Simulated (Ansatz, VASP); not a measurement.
**CdSe in VASP and in Ansatz**

INCAR

```
  PREC = Accurate
  ENCUT = 500
  EDIFF = 1E-6
  ISMEAR = -1
  SIGMA = 0.02
  LREAL = False
  LASPH = True
  NELM = 120
  ALGO = Normal
  ISIF = 2
  LWAVE = False
  LCHARG = True
  GGA = PE
  LELF = True
  LVHAR = True
  NBANDS = 16
  GGA_COMPAT = False
```

File KPOINTS:

```
Automatic mesh
0
Gamma
  8 8 8
```

File POSCAR:

```
CdSe
1.0
    0.0832633236      3.0850869979      3.0850869979
    3.0850869979      0.0832633236      3.0850869979
    3.0850869979      3.0850869979      0.0832633236
Cd Se
1 1
Direct
    0.0029777954      0.0029777954      0.0029777954
    0.2470222046      0.2470222046      0.2470222046
```

Input for Ansatz:

```yaml
crystal:
  lattice:
    - [0.0832633236, 3.0850869979, 3.0850869979]
    - [3.0850869979, 0.0832633236, 3.0850869979]
    - [3.0850869979, 3.0850869979, 0.0832633236]
  atoms:
    - { symbol: Cd, position: [0.0029777954, 0.0029777954, 0.0029777954] }
    - { symbol: Se, position: [0.2470222046, 0.2470222046, 0.2470222046] }
kpoints:
  mp_grid: { grid: [8, 8, 8] }
  band_path:
    path:
      - [0.0, 0.0, 0.0]
      - [-0.5, -0.5, 0.0]
      - [-0.375, -0.375, 0.25]
      - [-0.375, 0.0, 0.375]
      - [0.0, 0.0, 0.5]
      - [-0.5, -0.25, 0.25]
    npoints: 1
hamiltonian:
  xc: pbe
scf:
  occupations: { method: fermi_dirac, width: 0.02 }
  n_extra_bands: 4
output:
  forces: true
  stress: true
  eigenvalues: true
```

Change from the starting cell: epitaxial_111 strain -2.1%.

Alike in both runs: task single point; functional PBE; k mesh 8 × 8 × 8; occupations fermi-dirac, width 0.02 eV; no spin polarisation.

|  | VASP | Ansatz |
| --- | --- | --- |
| version | VASP 6.6.1 | Ansatz 0.2.0 |
| potentials or method | VASP PAW PBE potentials, release 64 (Cd, Se) | plane waves, PAW |
| plane-wave cutoff (eV) | 500 | 420 |
| valence electrons in the cell | 18 | 36 |

|  | VASP | Ansatz | Ansatz less VASP |
| --- | --- | --- | --- |
| pressure (GPa) | 3.0 | 2.7 | -0.32 |
| traceless stress, the component that is largest in VASP (GPa) | -0.58 | -0.58 | +0.001 |

With one functional, cell and mesh, what is left measures potentials, basis and numerics. VASP's potentials hold 18 valence electrons a cell and Ansatz's 36, so a difference there can come from the potentials and not from the codes.
